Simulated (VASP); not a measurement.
The system is C.

```
C
1.0
     2.12000    0.00000    0.00000
    -1.06000    1.83597    0.00000
     0.00000    0.00000    3.46196
C
2
Direct
  0.33333 0.66667 0.25000
  0.66667 0.33333 0.75000
```

```yaml
Program: VASP 6.6.1
Task: relaxation of cell and atoms
Functional: LDA
Potentials_or_basis: VASP PAW LDA potentials, release 64 (C)
Cutoff: 600 eV
k_mesh: 23 × 23 × 13
Occupations: gaussian, width 0.1 eV
Spin: no spin polarisation
```

At the start: pressure -7.1 GPa; volume 6.74 Å³/atom.

**Question.** How do energy, volume and symmetry change on relaxing?

**Answer.** Over 17 steps the energy falls by 457.5 meV/atom and the volume is 6.48 Å³/atom (-3.8 %); space group P6_3/mmc (No. 194, to 0.05 Å).

Step by step:
| step | energy change (eV) | largest force (eV/Å) | pressure (GPa) | volume (Å³) |
| --- | --- | --- | --- | --- |
| 1 | 0.0000 | 0.0000 | -7.11 | 13.47 |
| 2 | -0.0173 | 0.0000 | 0.49 | 12.90 |
| 3 | -0.0174 | 0.0000 | 1.02 | 12.86 |
| 4 | -0.0211 | 0.0000 | 0.94 | 12.89 |
| 5 | -0.0388 | 0.0000 | 0.15 | 12.95 |
| 6 | -0.0949 | 0.0000 | -0.94 | 13.04 |
| 7 | -0.2422 | 0.0000 | -2.58 | 13.12 |
| 8 | -0.6358 | 0.0000 | -4.13 | 12.90 |
| 9 | 2.1616 | 0.0000 | 171.77 | 11.19 |
| 10 | -0.8098 | 0.0000 | -3.57 | 12.74 |
| 11 | -0.5246 | 0.0000 | 49.65 | 12.09 |
| 12 | -0.9014 | 0.0000 | 5.84 | 12.57 |
| 13 | -0.9004 | 0.0000 | 10.68 | 12.50 |
| 14 | -0.9069 | 0.0000 | -5.75 | 13.15 |
| 15 | -0.9136 | 0.0000 | 0.65 | 12.88 |
| 16 | -0.9149 | 0.0000 | 0.12 | 12.95 |
| 17 | -0.9149 | 0.0000 | -0.05 | 12.97 |

Final structure:
```cif
data_structure
_symmetry_space_group_name_H-M 'P 1'
_symmetry_Int_Tables_number 1
_cell_length_a 1.6903
_cell_length_b 1.6903
_cell_length_c 5.2405
_cell_angle_alpha 90.000
_cell_angle_beta 90.000
_cell_angle_gamma 120.000
_cell_volume 12.97
loop_
_atom_site_label
_atom_site_type_symbol
_atom_site_fract_x
_atom_site_fract_y
_atom_site_fract_z
_atom_site_occupancy
C1 C 0.33333 0.66667 0.25000 1
C2 C 0.66667 0.33333 0.75000 1
```
